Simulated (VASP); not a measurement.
# Ga2C3 (R-3m) in VASP: further runs

Ga2C3 is run at these levels: PBE; tasks: single point.

All numbers are computed with VASP 6.6.1; they aren't measurements. Logs are shortened: lines on timing, memory, paths and dates and some standing lists are left out, and cuts for length are marked.

## Step 1: The cell of the first run

The structure is trigonal, space group R-3m (No. 166). Conventional cell: a = 3.081 Å, b = 3.081 Å, c = 21.420 Å, α = 90.00°, β = 90.00°, γ = 120.00°. Within 2.9 Å of Ga (site symmetry 3m) lie 6 C at 2.16 to 2.28 Å. C (site symmetry -3m) has 6 Ga at 2.28 Å within 3.0 Å. Within 2.9 Å of C (site symmetry 3m) lie 3 Ga at 2.16 Å and 3 C at 2.56 Å.

## Step 2: Single point, PBE

Contents of INCAR:

```
PREC = Accurate ; ENCUT = 520
EDIFF = 1E-6 ; ISMEAR = 0
SIGMA = 0.1 ; LREAL = False
LASPH = True ; NELM = 80
ALGO = Normal ; ISIF = 2
LWAVE = False ; LCHARG = True
GGA = PE ; LELF = True
LVHAR = True ; NBANDS = 27
```

Contents of KPOINTS:

```
Automatic mesh
0
Gamma
  6 6 6
```

Contents of POSCAR:

```
Ga2C3
1.0
    1.5402927400      0.8892884280      7.1400381720
   -1.5402927400      0.8892884280      7.1400381720
    0.0000000000     -1.7785768561      7.1400381720
Ga C
2 3
Direct
    0.4000000000      0.4000000000      0.4000000000
    0.6000000000      0.6000000000      0.6000000000
    0.0000000000      0.0000000000      0.0000000000
    0.2095000000      0.2095000000      0.2095000000
    0.7905000000      0.7905000000      0.7905000000
```

Potentials or basis: VASP PAW PBE potentials, release 64 (Ga_d, C).

Command:

```
$ cat potpaw_PBE.64/Ga_d/POTCAR potpaw_PBE.64/C/POTCAR > POTCAR
$ mpirun -np 1 vasp_std > vasp.out
```

OUTCAR:

```text
PREC = Accurate
   ENCUT = 520
   EDIFF = 1E-6
   ISMEAR = 0
   LREAL = False
   LASPH = True
   NELM = 80
   ISIF = 2
   GGA = PE

 ion  position               nearest neighbor table
   1  0.400  0.400  0.400-   5 2.16   5 2.16   5 2.16   3 2.28   3 2.28   3 2.28
   2  0.600  0.600  0.600-   4 2.16   4 2.16   4 2.16   3 2.28   3 2.28   3 2.28
   3  0.000  0.000  0.000-   2 2.28   1 2.28   2 2.28   2 2.28   1 2.28   1 2.28
   4  0.209  0.209  0.209-   2 2.16   2 2.16   2 2.16
   5  0.791  0.791  0.791-   1 2.16   1 2.16   1 2.16

  LATTYP: Found a trigonal (rhomboedric) cell.
 ALAT       =     7.3582253792
 COS(alpha) =     0.9123624232

  Lattice vectors:

 A1 = (   1.5402927400,   0.8892884280,   7.1400381720)
 A2 = (  -1.5402927400,   0.8892884280,   7.1400381720)
 A3 = (   0.0000000000,  -1.7785768561,   7.1400381720)

Analysis of symmetry for initial positions (statically):
=====================================================================
 Subroutine PRICEL returns:
 Original cell was already a primitive cell.

 Routine SETGRP: Setting up the symmetry group for a
 trigonal (rhombohedral) supercell.

 Subroutine GETGRP returns: Found 12 space group operations
 (whereof 12 operations were pure point group operations)
 out of a pool of 12 trial point group operations.

The static configuration has the point symmetry D_3d.

Analysis of symmetry for dynamics (positions and initial velocities):
=====================================================================
 Subroutine PRICEL returns:
 Original cell was already a primitive cell.

 Routine SETGRP: Setting up the symmetry group for a
 trigonal (rhombohedral) supercell.

 Subroutine GETGRP returns: Found 12 space group operations
 (whereof 12 operations were pure point group operations)
 out of a pool of 12 trial point group operations.

The dynamic configuration has the point symmetry D_3d.

 Subroutine INISYM returns: Found 12 space group operations
 (whereof 12 operations are pure point group operations),
 and found     1 'primitive' translations

----------------------------------------------------------------------------------------

                                     Primitive cell

  volume of cell :      58.6810

  direct lattice vectors                    reciprocal lattice vectors
     1.540292740  0.889288428  7.140038172     0.324613619  0.187415760  0.046685091
    -1.540292740  0.889288428  7.140038172    -0.324613619  0.187415760  0.046685091
     0.000000000 -1.778576856  7.140038172     0.000000000 -0.374831520  0.046685091

  length of vectors
     7.358225379  7.358225379  7.358225379     0.377727635  0.377727635  0.377727635

  position of ions in fractional coordinates (direct lattice)
     0.400000000  0.400000000  0.400000000
     0.600000000  0.600000000  0.600000000
     0.000000000  0.000000000  0.000000000
     0.209500000  0.209500000  0.209500000
     0.790500000  0.790500000  0.790500000

  ion indices of the primitive-cell ions
   primitive index   ion index
                 1           1
                 2           2
                 3           3
                 4           4
                 5           5

----------------------------------------------------------------------------------------

 KPOINTS: Automatic mesh

Automatic generation of k-mesh.
 Grid dimensions read from file:
 generate k-points for:    6    6    6

 Generating k-lattice:

  Cartesian coordinates                     Fractional coordinates (reciprocal lattice)
     0.054102270  0.031235960  0.007780849     0.166666667  0.000000000 -0.000000000
    -0.054102270  0.031235960  0.007780849     0.000000000  0.166666667 -0.000000000
     0.000000000 -0.062471920  0.007780849    -0.000000000 -0.000000000  0.166666667

  Length of vectors
     0.062954606  0.062954606  0.062954606

  Shift w.r.t. Gamma in fractional coordinates (k-lattice)
     0.000000000  0.000000000  0.000000000

 Subroutine IBZKPT returns following result:
 ===========================================

 Found     32 irreducible k-points:

 Following reciprocal coordinates:
            Coordinates               Weight
  0.000000  0.000000  0.000000      1.000000
  0.166667  0.000000  0.000000      6.000000
  0.333333  0.000000  0.000000      6.000000
  0.500000 -0.000000  0.000000      3.000000
  0.166667  0.166667  0.000000      6.000000
  0.333333  0.166667  0.000000     12.000000
[... 16 lines left out ...]
  0.500000  0.500000  0.166667      6.000000
 -0.333333  0.500000  0.166667     12.000000
 [... further k-points ...]
   k-points           NKPTS =     32   k-points in BZ     NKDIM =     32   number of bands    NBANDS=     27
   number of dos      NEDOS =    301   number of ions     NIONS =      5
   total plane-waves  NPLWV = 175616
   dimension x,y,z NGX =    56 NGY =   56 NGZ =   56
   dimension x,y,z NGXF=   112 NGYF=  112 NGZF=  112
   ions per type =               2   3
   NGX,Y,Z   is equivalent  to a cutoff of  12.65, 12.65, 12.65 a.u.
   NGXF,Y,Z  is equivalent  to a cutoff of  25.30, 25.30, 25.30 a.u.
 SYSTEM =  unknown system
   PREC   = accura    normal or accurate (medium, high low for compatibility)
   ISTART =      0    job   : 0-new  1-cont  2-samecut
   ICHARG =      2    charge: 1-file 2-atom 10-const
   ISPIN  =      1    spin polarized calculation?
   LNONCOLLINEAR =      F non collinear calculations
   LSORBIT =      F    spin-orbit coupling
   LASPH  =      T    aspherical Exc in radial PAW
   ENCUT  =  520.0 eV  38.22 Ry    6.18 a.u.  13.68 13.68 13.68*2*pi/ulx,y,z
   NELM   =     80;   NELMIN=  2; NELMDL= -5     # of ELM steps
   EDIFF  = 0.1E-05   stopping-criterion for ELM
   LREAL  =      F    real-space projection
   EDIFFG = 0.1E-04   stopping-criterion for IOM
   NSW    =      0    number of steps for IOM
   IBRION =     -1    ionic relax: 0-MD 1-quasi-New 2-CG
   NFREE  =      0    steps in history (QN), initial steepest desc. (CG)
   ISIF   =      2    stress and relaxation
   ISYM   =      2    0-nonsym 1-usesym 2-fastsym
   POTIM  = 0.5000    time-step for ionic-motion
   TEBEG  =    0.0;   TEEND  =   0.0 temperature during run
   PSTRESS=    0.0 pullay stress
   NELECT =      38.0000    total number of electrons
   NUPDOWN=      -1.0000    fix difference up-down
   EMIN   =  10.00;   EMAX   =-10.00  energy-range for DOS
   EFERMI =   0.00;   METHOD = LEGACY
   ISMEAR =     0;   SIGMA  =   0.10  broadening in eV -4-tet -1-fermi 0-gaus
   EFERMI_NEDOS =   21; number of points for ismear=-14 and -15
   IALGO  =     38    algorithm
   IMIX   =      4    mixing-type and parameters
     AMIX     =   0.40;   BMIX     =  1.00
     AMIX_MAG =   1.60;   BMIX_MAG =  1.00
  volume/ion in A,a.u.               =      11.74        79.20
  Fermi-wavevector in a.u.,A,eV,Ry     =   1.416349  2.676511 27.293874  2.006043
  Thomas-Fermi vector in A             =   2.537692
   LORBIT       =      0    0 simple, 1 ext, 2 COOP (PROOUT), +10 PAW based schemes
   GGA     = PE    functional components
   LHFCALC =     F    Hartree Fock is set to
   AEXX    =    0.0000 exact exchange contribution
   IVDW    =     0    specifies the selected vdW correction
   LEPSILON=     F    determine dielectric tensor
   LRPA    =     F    only Hartree local field effects (RPA)
 non-spin polarized calculation
 Gauss-broadening in eV      SIGMA  =   0.10
  energy-cutoff  :      520.00
  volume of cell :       58.68
 maximum number of plane-waves:      1592
   NGX = 27   NGY = 27   NGZ = 27

 number of electron      37.9999992 magnetization

 Free energy of the ion-electron system (eV)
  ---------------------------------------------------
  ext. energy  EPLUGINS =         0.00000000
  ---------------------------------------------------
  free energy    TOTEN  =       -22.71949283 eV

  energy without entropy =      -22.70676585  energy(sigma->0) =      -22.71312934

 E-fermi :   5.3307     XC(G=0): -11.6036

 val. band max:        5.3276628946   @ k =   0.1667   0.1667   0.0000
 cond. band min:       5.3310309726   @ k =   0.1667   0.0000   0.0000
 fundamental gap:      0.0033680780
 Fermi energy:         5.3307048106

 k-point     1 :       0.0000    0.0000    0.0000
  band No.  band energies     occupation
      1      -9.2126      2.00000
      2      -9.2126      2.00000
      3      -9.1937      2.00000
      4      -9.1820      2.00000
      5      -9.1820      2.00000
      6      -9.1810      2.00000
[... 19 lines left out ...]
     26      14.5872      0.00000
     27      14.6130      0.00000

 k-point     2 :       0.1667    0.0000    0.0000
  band No.  band energies     occupation
      1      -9.3069      2.00000
      2      -9.2479      2.00000
      3      -9.1712      2.00000
      4      -9.1402      2.00000
      5      -9.1327      2.00000
      6      -9.1179      2.00000
[... 19 lines left out ...]
     26      14.6920      0.00000
     27      14.8423      0.00000

 k-point     3 :       0.3333    0.0000    0.0000
  band No.  band energies     occupation
      1      -9.4961      2.00000
      2      -9.3669      2.00000
      3      -9.1799      2.00000
      4      -9.1443      2.00000
      5      -9.1287      2.00000
      6      -9.0848      2.00000
[... 19 lines left out ...]
     26      13.9385      0.00000
     27      14.6878      0.00000

 k-point     4 :       0.5000   -0.0000    0.0000
  band No.  band energies     occupation
      1      -9.5803      2.00000
      2      -9.4251      2.00000
      3      -9.2075      2.00000
      4      -9.1719      2.00000
      5      -9.1338      2.00000
      6      -9.0748      2.00000
[... 19 lines left out ...]
     26      13.8632      0.00000
     27      14.0197      0.00000
[... 516 lines left out ...]
      4      -9.1597      2.00000
      5      -9.1454      2.00000
      6      -9.1169      2.00000
[... 19 lines left out ...]
     26      14.3813      0.00000
     27      14.7488      0.00000

 k-point    23 :       0.5000    0.5000    0.1667
  band No.  band energies     occupation
      1      -9.4844      2.00000
      2      -9.3814      2.00000
      3      -9.1768      2.00000
      4      -9.1552      2.00000
      5      -9.1301      2.00000
      6      -9.0841      2.00000
[... 19 lines left out ...]
     26      13.7752      0.00000
     27      15.2625      0.00000

 k-point    24 :      -0.3333    0.5000    0.1667
  band No.  band energies     occupation
      1      -9.4869      2.00000
      2      -9.3905      2.00000
      3      -9.2151      2.00000
      4      -9.1618      2.00000
      5      -9.1451      2.00000
      6      -9.1159      2.00000
[... 19 lines left out ...]
     26      14.1097      0.00000
     27      14.9105      0.00000

 [... further k-points ...]
[... 5 lines left out ...]
  --------------------------------------------------------------------------------------
  -------------------------------------------------------------------------------------
  Total       -0.8757534     -0.8757534     -9.2779487      0.0000000      0.0000000      0.0000000
  in kB      -23.9108328    -23.9108328   -253.3173023      0.0000000      0.0000000      0.0000000
  external PRESSURE =    -100.3796560 kB  Pullay stress =       0.0000000 kB

 VOLUME and BASIS-vectors are now :
 -----------------------------------------------------------------------------
  energy-cutoff  :      520.00
  volume of cell :       58.68
      direct lattice vectors                 reciprocal lattice vectors
     1.540292740  0.889288428  7.140038172     0.324613619  0.187415760  0.046685091
    -1.540292740  0.889288428  7.140038172    -0.324613619  0.187415760  0.046685091
     0.000000000 -1.778576856  7.140038172     0.000000000 -0.374831520  0.046685091

 POSITION                                       TOTAL-FORCE (eV/Angst)
 -----------------------------------------------------------------------------------
      0.00000     -0.00000      8.56805         0.000000      0.000000     -0.367249
      0.00000     -0.00000     12.85207         0.000000     -0.000000      0.367249
      0.00000      0.00000      0.00000         0.000000      0.000000      0.000000
      0.00000     -0.00000      4.48751         0.000000      0.000000     -1.319366
      0.00000     -0.00000     16.93260         0.000000     -0.000000      1.319366
 -----------------------------------------------------------------------------------
    total drift:                                0.000000      0.000000      0.000000

  FREE ENERGIE OF THE ION-ELECTRON SYSTEM (eV)
  ---------------------------------------------------
  free  energy   TOTEN  =       -22.7194928278 eV

  energy  without entropy=      -22.7067658456  energy(sigma->0) =      -22.71312934
```

It took 3.4 min on 1 thread of Intel Xeon Platinum 8259CL at 2.50GHz (Skylake/Cascade Lake), shared host; peak memory 0.42 GiB.

Results:

```yaml
Free_energy: -22.7195 eV
Pressure: -10.0 GPa
Largest_force: 1.319 eV/Å
Band_gap_on_the_k_mesh: zero (band 19 reaches 6.53 eV, above the bottom of band 20 at 4.05 eV)
```

Forces in eV/Å, atoms in the order of the input:
```
Ga   0.000  0.000 -0.367
Ga   0.000  0.000  0.367
C    0.000  0.000  0.000
C    0.000  0.000 -1.319
C    0.000  0.000  1.319
```

Stress tensor (GPa, compression positive):
```
 -2.39   0.00   0.00
  0.00  -2.39   0.00
  0.00   0.00 -25.33
```

Caveat: the k points lie up to 0.40 Å⁻¹ apart; forces of over 1 eV/Å act on the atoms, so gaps and moduli don't describe the material at rest.

## Step 3: Single point, PBE

This run uses another cell than the first one, of 13.36 Å³/atom, 1.138 times its volume.

Contents of INCAR:

```
PREC = Accurate ; ENCUT = 520
EDIFF = 1E-6 ; ISMEAR = 0
SIGMA = 0.1 ; LREAL = False
LASPH = True ; NELM = 100
ALGO = Normal ; ISIF = 2
LWAVE = False ; LCHARG = False
GGA = PE ; NBANDS = 27
```

Contents of KPOINTS:

```
regular mesh
0
Gamma
  6 6 6
```

Contents of POSCAR:

```
Ga2C3
1.0
    1.2925394999      0.7462480282     11.5412999701
   -1.2925394999      0.7462480282     11.5412999701
    0.0000000000     -1.4924960564     11.5412999700
Ga C
2 3
Direct
    0.3832056885      0.3832056885      0.3832056885
    0.6167943115      0.6167943115      0.6167943115
    0.0000000000      0.0000000000      0.0000000000
    0.1666715299      0.1666715299      0.1666715299
    0.8333284701      0.8333284701      0.8333284701
```

Potentials or basis: VASP PAW PBE potentials, release 64 (Ga_d, C).

Command:

```
$ cat potpaw_PBE.64/Ga_d/POTCAR potpaw_PBE.64/C/POTCAR > POTCAR
$ mpirun -np 1 vasp_std > vasp.out
```

Wall time 27 min (1 thread of Intel Xeon Platinum 8259CL at 2.50GHz (Skylake/Cascade Lake), shared host); peak memory 1.2 GiB.

It converged, with:

* Free energy: -28.5102 eV
* Pressure: 0.4 GPa
* Largest force: 0.007 eV/Å
* Band gap on the k mesh: zero (band 19 reaches 7.56 eV, above the bottom of band 20 at 4.26 eV)

Forces on the atoms (eV/Å):
```
Ga   0.000  0.000  0.007
Ga   0.000  0.000 -0.007
C    0.000  0.000  0.000
C    0.000  0.000 -0.001
C    0.000  0.000  0.001
```

Stress tensor (GPa, compression positive):
```
0.27 0.00 0.00
0.00 0.27 0.00
0.00 0.00 0.52
```

Levels at points of the mesh, in eV from the Fermi level:
| k point | band 15 | band 16 | band 17 | band 18 | band 19 | band 20 | band 21 | band 22 | band 23 | band 24 |
| --- | --- | --- | --- | --- | --- | --- | --- | --- | --- | --- |
| (0.00, 0.00, 0.00) | -6.73 | -3.05 | -3.03 | -3.03 | 2.53 | 4.06 | 4.06 | 5.88 | 7.46 | 7.46 |
| (0.50, 0.00, 0.00) | -5.99 | -4.54 | -2.21 | -2.08 | -0.19 | 0.48 | 1.62 | 1.91 | 2.99 | 5.91 |
| (0.50, 0.50, 0.00) | -5.99 | -4.54 | -2.27 | -2.03 | -0.16 | 0.41 | 1.67 | 1.91 | 3.00 | 5.79 |
| (0.50, 0.50, 0.50) | -6.46 | -3.18 | -3.03 | -3.03 | 3.24 | 4.06 | 4.06 | 4.48 | 7.46 | 7.46 |

Caveat: the k points lie up to 0.47 Å⁻¹ apart.
